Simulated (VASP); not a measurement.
Crystal: Ge2N.

```xyz
3
Lattice="4.2419 0.0000 0.0000 -2.1209 3.6736 0.0000 0.0000 0.0000 2.9373" Properties=species:S:1:pos:R:3 pbc="T T T"
Ge    0.0000    2.4490    1.4687
Ge    2.1209    1.2245    1.4687
N     0.0000    0.0000    0.0000
```

| Property | Result |
| --- | --- |
| Program | VASP 6.6.1 |
| Task | relaxation of cell and atoms |
| Functional | PBE |
| Potentials or basis | VASP PAW PBE potentials, release 64 (Ge_d, N) |
| Cutoff | 600 eV |
| k mesh | 12 × 12 × 16 |
| Occupations | gaussian, width 0.1 eV |
| Spin | no spin polarisation |

At the start: pressure 0.0 GPa; volume 15.26 Å³/atom.

Q: How do energy, volume and symmetry change on relaxing?

A: Over 27 steps the energy falls by 2.7 meV/atom and the volume is 15.10 Å³/atom (-1.1 %); space group P6/mmm (No. 191, to 0.1 Å) before and after.

The path:
```
step  energy change (eV)  largest force (eV/Å)  pressure (GPa)  volume (Å³)
   1              0.0000                0.0000            0.04        45.77
   2             -0.0004                0.0000           -0.08        45.80
   3             -0.0016                0.0000           -0.36        45.87
   4             -0.0039                0.0000           -0.98        46.02
   5             -0.0008                0.0000           -1.89        46.28
   6             -0.0044                0.0000           -1.12        46.07
   7             -0.0044                0.0000           -1.34        46.12
   8             -0.0044                0.0000           -1.23        46.10
   9             -0.0045                0.0000           -1.28        46.09
  10             -0.0047                0.0000           -1.32        46.08
  11             -0.0050                0.0000           -1.18        46.05
  12             -0.0053                0.0000           -1.12        46.00
  13             -0.0057                0.0000           -1.13        45.96
  14             -0.0066                0.0000           -0.81        45.82
  15             -0.0077                0.0000           -0.45        45.56
  16             -0.0073                0.0000            0.57        45.04
  17             -0.0080                0.0000           -0.02        45.35
  18             -0.0080                0.0000           -0.01        45.37
  19             -0.0079                0.0000           -0.38        45.46
  20             -0.0080                0.0000            0.01        45.38
  21             -0.0080                0.0000           -0.22        45.42
  22             -0.0080                0.0000           -0.16        45.39
  23             -0.0080                0.0000           -0.12        45.38
  24             -0.0080                0.0000           -0.11        45.36
  25             -0.0081                0.0000           -0.10        45.32
  26             -0.0081                0.0000            0.23        45.23
  27             -0.0081                0.0000           -0.08        45.29
```

Final structure:
```yaml
crystal:
  lattice:
    - [4.30370, 0.00000, 0.00000]
    - [-2.15185, 3.72712, 0.00000]
    - [0.00000, 0.00000, 2.82346]
  atoms:
    - { symbol: Ge, position: [0.33333, 0.66667, 0.50000] }
    - { symbol: Ge, position: [0.66667, 0.33333, 0.50000] }
    - { symbol: N, position: [0.00000, 0.00000, 0.00000] }
```

Caveat: an odd number of electrons without spin polarisation forces a metal; a magnetic or distorted state may lie lower.
